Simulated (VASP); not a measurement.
# BAs (gw) (F-43m) in VASP: further runs

The runs below take BAs (gw) through single point, with PBEsol.

All numbers are computed with VASP 6.6.1; they aren't measurements. Logs are shortened: lines on timing, memory, paths and dates and some standing lists are left out, and cuts for length are marked.

**1. The cell of the first run**

It takes space group F-43m (No. 216, cubic). Conventional cell: a = 4.720 Å, b = 4.720 Å, c = 4.720 Å, α = 90.00°, β = 90.00°, γ = 90.00°. Within 2.7 Å of B (site symmetry -43m) lie 4 As at 2.04 Å. As (site symmetry -43m) has 4 B at 2.04 Å within 2.7 Å.

**2. Single point, PBEsol**

Input file INCAR:

```
SYSTEM = BAs
PREC     = Accurate       ! precision mode
ENCUT    = 500            ! plane-wave cutoff, eV
EDIFF    = 1E-6           ! SCF threshold, eV
ISMEAR   = 0              ! smearing method
SIGMA    = 0.01           ! smearing width, eV
LREAL    = .False.        ! projectors in reciprocal space
LASPH    = .True.         ! aspherical terms in the spheres
NELM     = 120            ! most SCF steps
ALGO     = Normal         ! electronic algorithm
ISIF     = 2              ! what is computed and relaxed
LWAVE    = .False.        ! write WAVECAR
LCHARG   = .False.        ! write CHGCAR
GGA      = PS             ! functional
NBANDS   = 11             ! bands
GGA_COMPAT= .False.
```

Input file KPOINTS:

```
regular mesh
0
Gamma
  4 4 4
  0 0 0
```

Input file POSCAR:

```
BAs
1.0
    0.0000000000      2.3600307165      2.3600307165
    2.3600307165      0.0000000000      2.3600307165
    2.3600307165      2.3600307165      0.0000000000
B As
1 1
Direct
    0.0000000000      0.0000000000      0.0000000000
    0.2500000000      0.2500000000      0.2500000000
```

Potentials or basis: VASP PAW PBE potentials, release 64 (B, As).

Command:

```bash
$ cat potpaw_PBE.64/B/POTCAR potpaw_PBE.64/As/POTCAR > POTCAR
$ mpirun -np 1 vasp_std > vasp.out
```

OUTCAR:

```text
SYSTEM = BAs
   PREC = Accurate
   ENCUT = 500
   EDIFF = 1E-6
   ISMEAR = 0
   LREAL = .False.
   LASPH = .True.
   NELM = 120
   ISIF = 2
   GGA = PS

 ion  position               nearest neighbor table
   1  0.000  0.000  0.000-   2 2.04   2 2.04   2 2.04   2 2.04
   2  0.250  0.250  0.250-   1 2.04   1 2.04   1 2.04   1 2.04

  LATTYP: Found a face centered cubic cell.
 ALAT       =     4.7200614330

  Lattice vectors:

 A1 = (   0.0000000000,   2.3600307165,   2.3600307165)
 A2 = (   2.3600307165,   0.0000000000,   2.3600307165)
 A3 = (   2.3600307165,   2.3600307165,   0.0000000000)

Analysis of symmetry for initial positions (statically):
=====================================================================
 Subroutine PRICEL returns:
 Original cell was already a primitive cell.

 Routine SETGRP: Setting up the symmetry group for a
 face centered cubic supercell.

 Subroutine GETGRP returns: Found 24 space group operations
 (whereof 24 operations were pure point group operations)
 out of a pool of 48 trial point group operations.

The static configuration has the point symmetry T_d .

Analysis of symmetry for dynamics (positions and initial velocities):
=====================================================================
 Subroutine PRICEL returns:
 Original cell was already a primitive cell.

 Routine SETGRP: Setting up the symmetry group for a
 face centered cubic supercell.

 Subroutine GETGRP returns: Found 24 space group operations
 (whereof 24 operations were pure point group operations)
 out of a pool of 48 trial point group operations.

The dynamic configuration has the point symmetry T_d .

 Subroutine INISYM returns: Found 24 space group operations
 (whereof 24 operations are pure point group operations),
 and found     1 'primitive' translations

----------------------------------------------------------------------------------------

                                     Primitive cell

  volume of cell :      26.2895

  direct lattice vectors                    reciprocal lattice vectors
     0.000000000  2.360030716  2.360030716    -0.211861649  0.211861649  0.211861649
     2.360030716  0.000000000  2.360030716     0.211861649 -0.211861649  0.211861649
     2.360030716  2.360030716  0.000000000     0.211861649  0.211861649 -0.211861649

  length of vectors
     3.337587447  3.337587447  3.337587447     0.366955141  0.366955141  0.366955141

  position of ions in fractional coordinates (direct lattice)
     0.000000000  0.000000000  0.000000000
     0.250000000  0.250000000  0.250000000

  ion indices of the primitive-cell ions
   primitive index   ion index
                 1           1
                 2           2

----------------------------------------------------------------------------------------

 KPOINTS: regular mesh

Automatic generation of k-mesh.
 Grid dimensions read from file:
 generate k-points for:    4    4    4

 Generating k-lattice:

  Cartesian coordinates                     Fractional coordinates (reciprocal lattice)
    -0.052965412  0.052965412  0.052965412     0.250000000  0.000000000  0.000000000
     0.052965412 -0.052965412  0.052965412     0.000000000  0.250000000  0.000000000
     0.052965412  0.052965412 -0.052965412     0.000000000  0.000000000  0.250000000

  Length of vectors
     0.091738785  0.091738785  0.091738785

  Shift w.r.t. Gamma in fractional coordinates (k-lattice)
     0.000000000  0.000000000  0.000000000

 Subroutine IBZKPT returns following result:
 ===========================================

 Found      8 irreducible k-points:

 Following reciprocal coordinates:
            Coordinates               Weight
  0.000000  0.000000  0.000000      1.000000
  0.250000  0.000000  0.000000      8.000000
  0.500000  0.000000  0.000000      4.000000
  0.250000  0.250000  0.000000      6.000000
  0.500000  0.250000  0.000000     24.000000
 -0.250000  0.250000  0.000000     12.000000
  0.500000  0.500000  0.000000      3.000000
 -0.250000  0.500000  0.250000      6.000000
   k-points           NKPTS =      8   k-points in BZ     NKDIM =      8   number of bands    NBANDS=     11
   number of dos      NEDOS =    301   number of ions     NIONS =      2
   total plane-waves  NPLWV =  13824
   dimension x,y,z NGX =    24 NGY =   24 NGZ =   24
   dimension x,y,z NGXF=    48 NGYF=   48 NGZF=   48
   ions per type =               1   1
   NGX,Y,Z   is equivalent  to a cutoff of  11.95, 11.95, 11.95 a.u.
   NGXF,Y,Z  is equivalent  to a cutoff of  23.91, 23.91, 23.91 a.u.
 SYSTEM =  BAs
   PREC   = accura    normal or accurate (medium, high low for compatibility)
   ISTART =      0    job   : 0-new  1-cont  2-samecut
   ICHARG =      2    charge: 1-file 2-atom 10-const
   ISPIN  =      1    spin polarized calculation?
   LNONCOLLINEAR =      F non collinear calculations
   LSORBIT =      F    spin-orbit coupling
   LASPH  =      T    aspherical Exc in radial PAW
   ENCUT  =  500.0 eV  36.75 Ry    6.06 a.u.   6.09  6.09  6.09*2*pi/ulx,y,z
   NELM   =    120;   NELMIN=  2; NELMDL= -5     # of ELM steps
   EDIFF  = 0.1E-05   stopping-criterion for ELM
   LREAL  =      F    real-space projection
   EDIFFG = 0.1E-04   stopping-criterion for IOM
   NSW    =      0    number of steps for IOM
   IBRION =     -1    ionic relax: 0-MD 1-quasi-New 2-CG
   NFREE  =      0    steps in history (QN), initial steepest desc. (CG)
   ISIF   =      2    stress and relaxation
   ISYM   =      2    0-nonsym 1-usesym 2-fastsym
   POTIM  = 0.5000    time-step for ionic-motion
   TEBEG  =    0.0;   TEEND  =   0.0 temperature during run
   PSTRESS=    0.0 pullay stress
   NELECT =       8.0000    total number of electrons
   NUPDOWN=      -1.0000    fix difference up-down
   EMIN   =  10.00;   EMAX   =-10.00  energy-range for DOS
   EFERMI =   0.00;   METHOD = LEGACY
   ISMEAR =     0;   SIGMA  =   0.01  broadening in eV -4-tet -1-fermi 0-gaus
   EFERMI_NEDOS =   21; number of points for ismear=-14 and -15
   IALGO  =     38    algorithm
   IMIX   =      4    mixing-type and parameters
     AMIX     =   0.40;   BMIX     =  1.00
     AMIX_MAG =   1.60;   BMIX_MAG =  1.00
  volume/ion in A,a.u.               =      13.14        88.71
  Fermi-wavevector in a.u.,A,eV,Ry     =   1.101143  2.080859 16.497289  1.212517
  Thomas-Fermi vector in A             =   2.237566
   LORBIT       =      0    0 simple, 1 ext, 2 COOP (PROOUT), +10 PAW based schemes
   GGA     = PS    functional components
   LHFCALC =     F    Hartree Fock is set to
   AEXX    =    0.0000 exact exchange contribution
   IVDW    =     0    specifies the selected vdW correction
   LEPSILON=     F    determine dielectric tensor
   LRPA    =     F    only Hartree local field effects (RPA)
 non-spin polarized calculation
 Gauss-broadening in eV      SIGMA  =   0.01
  energy-cutoff  :      500.00
  volume of cell :       26.29
 maximum number of plane-waves:       692
   NGX = 13   NGY = 13   NGZ = 13

 number of electron       8.0000001 magnetization

 Free energy of the ion-electron system (eV)
  ---------------------------------------------------
  ext. energy  EPLUGINS =         0.00000000
  ---------------------------------------------------
  free energy    TOTEN  =       -11.99869239 eV

  energy without entropy =      -11.99869239  energy(sigma->0) =      -11.99869239

 E-fermi :   6.6374     XC(G=0): -10.8674

 val. band max:        6.4886431754   @ k =   0.0000   0.0000   0.0000
 cond. band min:       7.7444805282   @ k =   0.5000   0.5000   0.0000
 fundamental gap:      1.2558373528
 Fermi energy:         6.6374436392

 k-point     1 :       0.0000    0.0000    0.0000
  band No.  band energies     occupation
      1      -9.2977      2.00000
      2       6.4886      2.00000
      3       6.4886      2.00000
      4       6.4886      2.00000
      5       9.7549      0.00000
      6       9.7549      0.00000
      7       9.7549      0.00000
      8      11.6316      0.00000
      9      15.9959      0.00000
     10      19.5418      0.00000
     11      19.5418      0.00000

 k-point     2 :       0.2500    0.0000    0.0000
  band No.  band energies     occupation
      1      -8.2576      2.00000
      2       1.3946      2.00000
      3       5.2852      2.00000
      4       5.2852      2.00000
      5       9.6946      0.00000
      6      11.1677      0.00000
      7      11.1677      0.00000
      8      14.5785      0.00000
      9      17.7052      0.00000
     10      17.7052      0.00000
     11      17.7588      0.00000

 k-point     3 :       0.5000    0.0000    0.0000
  band No.  band energies     occupation
      1      -6.2763      2.00000
      2      -2.6297      2.00000
      3       4.5915      2.00000
      4       4.5915      2.00000
      5       9.3483      0.00000
      6      11.2333      0.00000
      7      11.2333      0.00000
      8      15.2369      0.00000
      9      19.3129      0.00000
     10      21.2383      0.00000
     11      21.2383      0.00000

 k-point     4 :       0.2500    0.2500    0.0000
  band No.  band energies     occupation
      1      -7.9010      2.00000
      2       2.3683      2.00000
      3       3.6475      2.00000
      4       3.6475      2.00000
      5       8.0288      0.00000
      6      10.9529      0.00000
      7      14.0454      0.00000
      8      14.0454      0.00000
      9      17.0114      0.00000
     10      20.4941      0.00000
     11      21.0673      0.00000

 k-point     5 :       0.5000    0.2500    0.0000
  band No.  band energies     occupation
      1      -5.8696      2.00000
      2      -1.4464      2.00000
      3       1.5444      2.00000
      4       3.1611      2.00000
      5       8.7604      0.00000
      6      12.3616      0.00000
      7      14.3245      0.00000
      8      14.5144      0.00000
      9      18.6465      0.00000
     10      21.6691      0.00000
     11      22.4774      0.00000

 k-point     6 :      -0.2500    0.2500    0.0000
  band No.  band energies     occupation
      1      -6.6696      2.00000
      2      -0.3102      2.00000
      3       1.1440      2.00000
      4       4.4310      2.00000
      5       9.9874      0.00000
      6      12.6793      0.00000
      7      13.5462      0.00000
      8      14.0311      0.00000
      9      16.8101      0.00000
     10      18.7562      0.00000
     11      22.4139      0.00000

 k-point     7 :       0.5000    0.5000    0.0000
  band No.  band energies     occupation
      1      -4.9094      2.00000
      2      -2.2590      2.00000
      3       2.2181      2.00000
      4       2.2181      2.00000
      5       7.7445      0.00000
      6       7.7562      0.00000
      7      18.1756      0.00000
      8      18.1756      0.00000
      9      19.5987      0.00000
     10      24.2438      0.00000
     11      24.5259      0.00000

 k-point     8 :      -0.2500    0.5000    0.2500
  band No.  band energies     occupation
      1      -4.7243      2.00000
      2      -1.7350      2.00000
      3       0.6960      2.00000
      4       1.0025      2.00000
      5      11.6447      0.00000
      6      12.5861      0.00000
      7      13.2116      0.00000
      8      13.6999      0.00000
      9      19.0294      0.00000
     10      22.3516      0.00000
     11      22.4002      0.00000

------------------------ aborting loop because EDIFF is reached ----------------------------------------

  FORCE on cell =-STRESS in cart. coord.  units (eV):
  Direction    XX          YY          ZZ          XY          YZ          ZX
  --------------------------------------------------------------------------------------
  -------------------------------------------------------------------------------------
  Total        1.0181673      1.0181673      1.0181673      0.0000000      0.0000000      0.0000000
  in kB       62.0507114     62.0507114     62.0507114      0.0000000      0.0000000      0.0000000
  external PRESSURE =      62.0507114 kB  Pullay stress =       0.0000000 kB

 VOLUME and BASIS-vectors are now :
 -----------------------------------------------------------------------------
  energy-cutoff  :      500.00
  volume of cell :       26.29
      direct lattice vectors                 reciprocal lattice vectors
     0.000000000  2.360030716  2.360030716    -0.211861649  0.211861649  0.211861649
     2.360030716  0.000000000  2.360030716     0.211861649 -0.211861649  0.211861649
     2.360030716  2.360030716  0.000000000     0.211861649  0.211861649 -0.211861649

 POSITION                                       TOTAL-FORCE (eV/Angst)
 -----------------------------------------------------------------------------------
      0.00000      0.00000      0.00000        -0.000000     -0.000000     -0.000000
      1.18002      1.18002      1.18002         0.000000      0.000000      0.000000
 -----------------------------------------------------------------------------------
    total drift:                                0.000000      0.000000      0.000000

  FREE ENERGIE OF THE ION-ELECTRON SYSTEM (eV)
  ---------------------------------------------------
  free  energy   TOTEN  =       -11.9986923889 eV

  energy  without entropy=      -11.9986923889  energy(sigma->0) =      -11.99869239
```

It took 3.3 s on 1 thread of Intel Xeon Platinum 8259CL at 2.50GHz (Skylake/Cascade Lake), shared host; peak memory 0.13 GiB.

What came out:

```yaml
Free_energy: -11.9987 eV
Pressure: 6.2 GPa
Band_gap_on_the_k_mesh: 1.26 eV, indirect (least direct gap 3.27 eV)
```

Caveat: the k points lie up to 0.58 Å⁻¹ apart; the PAW data sets were made with another functional, which shifts forces and pressure a little.

**3. Single point, PBEsol**

Input file INCAR:

```
  ALGO = Normal
  EDIFF = 1E-6
  ENCUT = 500
  GGA = PS
  GGA_COMPAT = F
  ISIF = 2
  ISMEAR = 0
  LASPH = T
  LCHARG = F
  LREAL = F
  LWAVE = F
  NBANDS = 11
  NELM = 120
  PREC = Accurate
  SIGMA = 0.01
```

Input file KPOINTS:

```
k-points
0
Gamma
  4 4 4
```

POSCAR is that of step 2.

Potentials or basis: VASP PAW PBE potentials, release 64 (B, As).

Command:

```bash
$ cat potpaw_PBE.64/B/POTCAR potpaw_PBE.64/As/POTCAR > POTCAR
$ mpirun -np 1 vasp_std > vasp.out
```

Run time: 3.4 s. Hardware: 1 thread of Intel Xeon Platinum 8259CL at 2.50GHz (Skylake/Cascade Lake), shared host; peak memory 0.13 GiB.

The run converged. Its results:

```yaml
Free_energy: -11.9987 eV
Pressure: 6.2 GPa
Band_gap_on_the_k_mesh: 1.26 eV, indirect (least direct gap 3.27 eV)
```

Levels at points of the mesh, in eV from the valence-band top:
```csv
k point,band 1,band 2,band 3,band 4,band 5,band 6,band 7,band 8
"(0.00, 0.00, 0.00)",-15.79,0.00,0.00,0.00,3.27,3.27,3.27,5.14
"(0.50, 0.00, 0.00)",-12.76,-9.12,-1.90,-1.90,2.86,4.74,4.74,8.75
"(0.50, 0.50, 0.00)",-11.40,-8.75,-4.27,-4.27,1.26,1.27,11.69,11.69
```

Caveat: the k points lie up to 0.58 Å⁻¹ apart; the PAW data sets were made with another functional, which shifts forces and pressure a little.
